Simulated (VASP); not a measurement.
# Sn (I4_1/amd) in VASP: further runs, part 2 of 3

VASP 6.6.1. The steps go on from the part before.

**3. Single point, PBEsol (24.46 Å³/atom)**

This run uses another cell than the first one, of 24.46 Å³/atom.

File INCAR:

```
SYSTEM = Sn
PREC = Accurate ; ENCUT = 520
EDIFF = 1E-6 ; ISMEAR = 0
SIGMA = 0.1 ; LREAL = .False.
LASPH = .True. ; NELM = 80
ALGO = Fast ; ISIF = 2
LWAVE = .False. ; LCHARG = .False.
GGA = PS ; NBANDS = 21
```

File KPOINTS:

```
Automatic mesh
0
Gamma
  14 14 14
  0 0 0
```

File POSCAR:

```
Sn
1.0
   -2.8226661118      2.8226661118      1.5347990122
    2.8226661118     -2.8226661118      1.5347990122
    2.8226661118      2.8226661118     -1.5347990122
Sn
2
Direct
    0.7500000000      0.2500000000      0.5000000000
    0.0000000000      0.0000000000      0.0000000000
```

Potentials or basis: VASP PAW PBE potentials, release 64 (Sn_d).

Run with:

```sh
$ cat potpaw_PBE.64/Sn_d/POTCAR > POTCAR
$ mpirun -np 1 vasp_std > vasp.out
```

OUTCAR:

```text
SYSTEM = Sn
   PREC = Accurate
   ENCUT = 520
   EDIFF = 1E-6
   ISMEAR = 0
   LREAL = .False.
   LASPH = .True.
   NELM = 80
   ISIF = 2
   GGA = PS

 ion  position               nearest neighbor table
   1  0.750  0.250  0.500-   2 2.93   2 2.93   2 2.93   2 2.93   2 3.64   2 3.64   2 3.64   2 3.64

   2  0.000  0.000  0.000-   1 2.93   1 2.93   1 2.93   1 2.93   1 3.64   1 3.64   1 3.64   1 3.64

  LATTYP: Found a body centered tetragonal cell.
 ALAT       =     5.6453322236
 C/A-ratio  =     0.5437409001

  Lattice vectors:

 A1 = (  -2.8226661118,   2.8226661118,   1.5347990122)
 A2 = (   2.8226661118,  -2.8226661118,   1.5347990122)
 A3 = (   2.8226661118,   2.8226661118,  -1.5347990122)

Analysis of symmetry for initial positions (statically):
=====================================================================
 Subroutine PRICEL returns:
 Original cell was already a primitive cell.

 Routine SETGRP: Setting up the symmetry group for a
 body centered tetragonal supercell.

 Subroutine GETGRP returns: Found 16 space group operations
 (whereof  8 operations were pure point group operations)
 out of a pool of 16 trial point group operations.

The static configuration has the point symmetry D_2d.
 The point group associated with its full space group is D_4h.

Analysis of symmetry for dynamics (positions and initial velocities):
=====================================================================
 Subroutine PRICEL returns:
 Original cell was already a primitive cell.

 Routine SETGRP: Setting up the symmetry group for a
 body centered tetragonal supercell.

 Subroutine GETGRP returns: Found 16 space group operations
 (whereof  8 operations were pure point group operations)
 out of a pool of 16 trial point group operations.

The dynamic configuration has the point symmetry D_2d.
 The point group associated with its full space group is D_4h.

 Subroutine INISYM returns: Found 16 space group operations
 (whereof  8 operations are pure point group operations),
 and found     1 'primitive' translations

----------------------------------------------------------------------------------------

                                     Primitive cell

  volume of cell :      48.9137

  direct lattice vectors                    reciprocal lattice vectors
    -2.822666112  2.822666112  1.534799012     0.000000000  0.177137493  0.325775555
     2.822666112 -2.822666112  1.534799012     0.177137493  0.000000000  0.325775555
     2.822666112  2.822666112 -1.534799012     0.177137493  0.177137493  0.000000000

  length of vectors
     4.276738941  4.276738941  4.276738941     0.370819908  0.370819908  0.250510246

  position of ions in fractional coordinates (direct lattice)
     0.750000000  0.250000000  0.500000000
     0.000000000  0.000000000  0.000000000

  ion indices of the primitive-cell ions
   primitive index   ion index
                 1           1
                 2           2

----------------------------------------------------------------------------------------

 KPOINTS: Automatic mesh

Automatic generation of k-mesh.
 Grid dimensions read from file:
 generate k-points for:   14   14   14

 Generating k-lattice:

  Cartesian coordinates                     Fractional coordinates (reciprocal lattice)
     0.000000000  0.012652678  0.023269682     0.071428571 -0.000000000  0.000000000
     0.012652678  0.000000000  0.023269682    -0.000000000  0.071428571  0.000000000
     0.012652678  0.012652678  0.000000000     0.000000000  0.000000000  0.071428571

  Length of vectors
     0.026487136  0.026487136  0.017893589

  Shift w.r.t. Gamma in fractional coordinates (k-lattice)
     0.000000000  0.000000000  0.000000000

 Subroutine IBZKPT returns following result:
 ===========================================

 Found    244 irreducible k-points:

 Following reciprocal coordinates:
            Coordinates               Weight
  0.000000  0.000000  0.000000      1.000000
  0.071429  0.000000  0.000000      8.000000
  0.142857  0.000000  0.000000      8.000000
  0.214286 -0.000000  0.000000      8.000000
  0.285714 -0.000000  0.000000      8.000000
  0.357143  0.000000 -0.000000      8.000000
[... 16 lines left out ...]
  0.214286  0.142857  0.000000     16.000000
  0.285714  0.142857  0.000000     16.000000
 [... further k-points ...]
   k-points           NKPTS =    244   k-points in BZ     NKDIM =    244   number of bands    NBANDS=     21
   number of dos      NEDOS =    301   number of ions     NIONS =      2
   total plane-waves  NPLWV =  32768
   dimension x,y,z NGX =    32 NGY =   32 NGZ =   32
   dimension x,y,z NGXF=    64 NGYF=   64 NGZF=   64
   ions per type =               2
   NGX,Y,Z   is equivalent  to a cutoff of  12.44, 12.44, 12.44 a.u.
   NGXF,Y,Z  is equivalent  to a cutoff of  24.88, 24.88, 24.88 a.u.
 SYSTEM =  Sn
   PREC   = accura    normal or accurate (medium, high low for compatibility)
   ISTART =      0    job   : 0-new  1-cont  2-samecut
   ICHARG =      2    charge: 1-file 2-atom 10-const
   ISPIN  =      1    spin polarized calculation?
   LNONCOLLINEAR =      F non collinear calculations
   LSORBIT =      F    spin-orbit coupling
   LASPH  =      T    aspherical Exc in radial PAW
   ENCUT  =  520.0 eV  38.22 Ry    6.18 a.u.   7.95  7.95  7.95*2*pi/ulx,y,z
   NELM   =     80;   NELMIN=  2; NELMDL= -5     # of ELM steps
   EDIFF  = 0.1E-05   stopping-criterion for ELM
   LREAL  =      F    real-space projection
   EDIFFG = 0.1E-04   stopping-criterion for IOM
   NSW    =      0    number of steps for IOM
   IBRION =     -1    ionic relax: 0-MD 1-quasi-New 2-CG
   NFREE  =      0    steps in history (QN), initial steepest desc. (CG)
   ISIF   =      2    stress and relaxation
   ISYM   =      2    0-nonsym 1-usesym 2-fastsym
   POTIM  = 0.5000    time-step for ionic-motion
   TEBEG  =    0.0;   TEEND  =   0.0 temperature during run
   PSTRESS=    0.0 pullay stress
   NELECT =      28.0000    total number of electrons
   NUPDOWN=      -1.0000    fix difference up-down
   EMIN   =  10.00;   EMAX   =-10.00  energy-range for DOS
   EFERMI =   0.00;   METHOD = LEGACY
   ISMEAR =     0;   SIGMA  =   0.10  broadening in eV -4-tet -1-fermi 0-gaus
   EFERMI_NEDOS =   21; number of points for ismear=-14 and -15
   IALGO  =     68    algorithm
   IMIX   =      4    mixing-type and parameters
     AMIX     =   0.40;   BMIX     =  1.00
     AMIX_MAG =   1.60;   BMIX_MAG =  1.00
  volume/ion in A,a.u.               =      24.46       165.04
  Fermi-wavevector in a.u.,A,eV,Ry     =   1.359306  2.568716 25.139671  1.847714
  Thomas-Fermi vector in A             =   2.486065
   LORBIT       =      0    0 simple, 1 ext, 2 COOP (PROOUT), +10 PAW based schemes
   GGA     = PS    functional components
   LHFCALC =     F    Hartree Fock is set to
   AEXX    =    0.0000 exact exchange contribution
   IVDW    =     0    specifies the selected vdW correction
   LEPSILON=     F    determine dielectric tensor
   LRPA    =     F    only Hartree local field effects (RPA)
 non-spin polarized calculation
 RMM-DIIS sequential band-by-band and
 Gauss-broadening in eV      SIGMA  =   0.10
  energy-cutoff  :      520.00
  volume of cell :       48.91
 maximum number of plane-waves:      1342
   NGX = 15   NGY = 15   NGZ = 15

 number of electron      27.9999997 magnetization

 Free energy of the ion-electron system (eV)
  ---------------------------------------------------
  ext. energy  EPLUGINS =         0.00000000
  ---------------------------------------------------
  free energy    TOTEN  =        -8.42602623 eV

  energy without entropy =       -8.42124272  energy(sigma->0) =       -8.42363447

 E-fermi :   9.1554     XC(G=0): -10.9505

 val. band max:        9.1503174634   @ k =  -0.2143   0.2857   0.2143
 cond. band min:       9.1664690984   @ k =  -0.2143  -0.2143   0.0714
 fundamental gap:      0.0161516350
 Fermi energy:         9.1553890200

 k-point     1 :       0.0000    0.0000    0.0000
  band No.  band energies     occupation
      1     -12.5690      2.00000
      2     -12.4487      2.00000
      3     -12.4079      2.00000
      4     -12.3817      2.00000
      5     -12.1682      2.00000
      6     -12.1682      2.00000
[... 13 lines left out ...]
     20      19.5482      0.00000
     21      20.2442      0.00000
[... 529 lines left out ...]
 k-point    24 :       0.2857    0.1429    0.0000
  band No.  band energies     occupation
      1     -12.4931      2.00000
      2     -12.3545      2.00000
      3     -12.3134      2.00000
      4     -12.2987      2.00000
      5     -12.2511      2.00000
      6     -12.2484      2.00000
[... 13 lines left out ...]
     20      16.9271      0.00000
     21      18.7353      0.00000

 [... further k-points ...]
[... 5 lines left out ...]
  --------------------------------------------------------------------------------------
  -------------------------------------------------------------------------------------
  Total        2.0342887      2.0342887      2.0257952      0.0000000     -0.0000000      0.0000000
  in kB       66.6335050     66.6335050     66.3552976      0.0000000     -0.0000000      0.0000000
  external PRESSURE =      66.5407692 kB  Pullay stress =       0.0000000 kB

 VOLUME and BASIS-vectors are now :
 -----------------------------------------------------------------------------
  energy-cutoff  :      520.00
  volume of cell :       48.91
      direct lattice vectors                 reciprocal lattice vectors
    -2.822666112  2.822666112  1.534799012     0.000000000  0.177137493  0.325775555
     2.822666112 -2.822666112  1.534799012     0.177137493  0.000000000  0.325775555
     2.822666112  2.822666112 -1.534799012     0.177137493  0.177137493  0.000000000

 POSITION                                       TOTAL-FORCE (eV/Angst)
 -----------------------------------------------------------------------------------
      0.00000      2.82267      0.76740        -0.000000     -0.000000      0.000000
      0.00000      0.00000      0.00000         0.000000      0.000000     -0.000000
 -----------------------------------------------------------------------------------
    total drift:                                0.000000     -0.000000      0.000000

  FREE ENERGIE OF THE ION-ELECTRON SYSTEM (eV)
  ---------------------------------------------------
  free  energy   TOTEN  =        -8.4260262300 eV

  energy  without entropy=       -8.4212427153  energy(sigma->0) =       -8.42363447
```

OSZICAR:

```text
N       E                     dE             d eps       ncg     rms          rms(c)
DAV:   1     0.221756514390E+03    0.22176E+03   -0.14342E+04 10485   0.217E+03
DAV:   2     0.140305969754E+02   -0.20773E+03   -0.20338E+03 10348   0.458E+02
DAV:   3    -0.779283849096E+01   -0.21823E+02   -0.21645E+02 11857   0.134E+02
DAV:   4    -0.845783499457E+01   -0.66500E+00   -0.66453E+00 11717   0.258E+01
DAV:   5    -0.848438642270E+01   -0.26551E-01   -0.26551E-01 14378   0.483E+00    0.294E+00
RMM:   6    -0.844140261051E+01    0.42984E-01   -0.45965E-02 12504   0.263E+00    0.166E+00
RMM:   7    -0.842634905509E+01    0.15054E-01   -0.33632E-02 12506   0.212E+00    0.180E-01
RMM:   8    -0.842588012951E+01    0.46893E-03   -0.49558E-03 13798   0.756E-01    0.592E-02
RMM:   9    -0.842601026552E+01   -0.13014E-03   -0.13668E-03 15551   0.292E-01    0.468E-02
RMM:  10    -0.842602027717E+01   -0.10012E-04   -0.15266E-04 13674   0.153E-01    0.290E-02
RMM:  11    -0.842602303738E+01   -0.27602E-05   -0.74211E-05 14403   0.943E-02    0.115E-02
RMM:  12    -0.842602587553E+01   -0.28381E-05   -0.31935E-05 14524   0.450E-02    0.982E-03
RMM:  13    -0.842602622998E+01   -0.35445E-06   -0.39470E-06  8082   0.218E-02
   1 F= -.84260262E+01 E0= -.84236345E+01  d E =-.478351E-02
```

stdout:

```text
POSCAR found type information on POSCAR Sn
 POSCAR found :  1 types and       2 ions
 scaLAPACK will be used
 -----------------------------------------------------------------------------
|                                                                             |
|                                                                             |
|     You enforced a specific xc type in the INCAR file but a different       |
|     I HOPE YOU KNOW WHAT YOU ARE DOING!                                     |
|                                                                             |
 -----------------------------------------------------------------------------

 LDA part: xc-table for (Slater+PW92), standard interpolation
 POSCAR, INCAR and KPOINTS ok, starting setup
 FFT: planning ... GRIDC
 FFT: planning ... GRID_SOFT
 FFT: planning ... GRID
 WAVECAR not read
 entering main loop
WARNING in EDDRMM: call to ZHEGV failed, returncode =   8  4     19
WARNING in EDDRMM: call to ZHEGV failed, returncode =   8  4     19
WARNING in EDDRMM: call to ZHEGV failed, returncode =   6  3     20
WARNING in EDDRMM: call to ZHEGV failed, returncode =   6  3     17
```

Wall time 82 s (1 thread of Intel Xeon 6975P-C (Granite Rapids), shared host); peak memory 0.32 GiB.

Results:

```yaml
Free_energy: -8.4260 eV
Pressure: 6.7 GPa
Band_gap_on_the_k_mesh: zero (bands 14 and 15 overlap by 4.64 eV)
```

Caveat: the cell stands under pressure; the PAW data sets were made with another functional, which shifts forces and pressure a little; spin-orbit coupling is left out, which moves the levels of the heavy elements.

**4. Single point, PBEsol (25.26 Å³/atom)**

This run uses another cell than the first one, of 25.26 Å³/atom.

File INCAR:

```
SYSTEM = Sn
  ALGO = Fast
  EDIFF = 1E-6
  ENCUT = 520
  GGA = PS
  ISIF = 2
  ISMEAR = 0
  LASPH = .TRUE.
  LCHARG = .FALSE.
  LREAL = .FALSE.
  LWAVE = .FALSE.
  NBANDS = 21
  NELM = 80
  PREC = Accurate
  SIGMA = 0.1
```

File KPOINTS:

```
k-points
0
G
  14 14 14
  0 0 0
```

File POSCAR:

```
Sn
1.0
   -2.8504976448      2.8504976448      1.5545890980
    2.8504976448     -2.8504976448      1.5545890980
    2.8504976448      2.8504976448     -1.5545890980
Sn
2
Direct
    0.7500000000      0.2500000000      0.5000000000
    0.0000000000      0.0000000000      0.0000000000
```

Run with:

```sh
$ cat potpaw_PBE.64/Sn_d/POTCAR > POTCAR
$ mpirun -np 1 vasp_std > vasp.out
```

It took 80 s on 1 thread of Intel Xeon 6975P-C (Granite Rapids), shared host; peak memory 0.32 GiB.

It converged, with:

```
Free energy            : -8.4796 eV
Pressure               : 4.0 GPa
Band gap on the k mesh : zero (bands 14 and 15 overlap by 4.46 eV)
```

Stress tensor (GPa, compression positive):
```
4.08 0.00 0.00
0.00 4.08 0.00
0.00 0.00 3.94
```

Levels at points of the mesh, in eV from the Fermi level:
| k point | band 11 | band 12 | band 13 | band 14 | band 15 | band 16 | band 17 | band 18 |
| --- | --- | --- | --- | --- | --- | --- | --- | --- |
| (0.00, 0.00, 0.00) | -11.69 | -3.41 | -2.16 | -2.16 | 2.86 | 6.60 | 6.60 | 7.34 |
| (0.50, 0.00, 0.00) | -7.09 | -5.66 | -2.25 | -1.86 | -1.28 | 2.17 | 3.03 | 5.05 |
| (0.50, 0.50, 0.00) | -9.30 | -9.30 | 0.60 | 0.60 | 1.72 | 1.72 | 6.30 | 6.30 |
| (0.50, 0.50, 0.50) | -7.74 | -7.74 | -5.23 | -5.23 | 5.26 | 5.26 | 10.12 | 10.12 |

Caveat: the cell stands under pressure; the PAW data sets were made with another functional, which shifts forces and pressure a little; spin-orbit coupling is left out, which moves the levels of the heavy elements.

**5. Single point, PBEsol (26.07 Å³/atom)**

This run uses another cell than the first one, of 26.07 Å³/atom.

File INCAR:

```
  PREC = Accurate
  ENCUT = 520
  EDIFF = 1E-6
  ISMEAR = 0
  SIGMA = 0.1
  LREAL = False
  LASPH = True
  NELM = 80
  ALGO = Fast
  ISIF = 2
  LWAVE = False
  LCHARG = True
  GGA = PS
  LELF = True
  LVHAR = True
  NBANDS = 21
```

File KPOINTS:

```
regular mesh
0
Gamma
  14 14 14
```

File POSCAR:

```
Sn
1.0
   -2.8805050883      2.8805050883      1.5709543964
    2.8805050883     -2.8805050883      1.5709543964
    2.8805050883      2.8805050883     -1.5709543964
Sn
2
Direct
    0.7500000000      0.2500000000      0.5000000000
    0.0000000000      0.0000000000      0.0000000000
```

Run with:

```sh
$ cat potpaw_PBE.64/Sn_d/POTCAR > POTCAR
$ mpirun -np 1 vasp_std > vasp.out
```

Wall time 80 s (1 thread of Intel Xeon 6975P-C (Granite Rapids), shared host); peak memory 0.33 GiB.

It converged, with:

```
Free energy            : -8.5090 eV
Pressure               : 1.8 GPa
Band gap on the k mesh : zero (bands 14 and 15 overlap by 4.27 eV)
```

Levels at points of the mesh, in eV from the Fermi level:
```
           k point  band 12  band 13  band 14  band 15  band 16  band 17
(0.00, 0.00, 0.00)    -3.51    -2.07    -2.07     2.91     6.44     6.44
(0.50, 0.00, 0.00)    -5.54    -2.28    -1.78    -1.21     2.21     2.95
(0.50, 0.50, 0.00)    -9.11     0.61     0.61     1.66     1.66     6.17
(0.50, 0.50, 0.50)    -7.65    -5.04    -5.04     5.16     5.16     9.80
```

Caveat: the PAW data sets were made with another functional, which shifts forces and pressure a little; spin-orbit coupling is left out, which moves the levels of the heavy elements.

(Continued in part 3 of 3.)
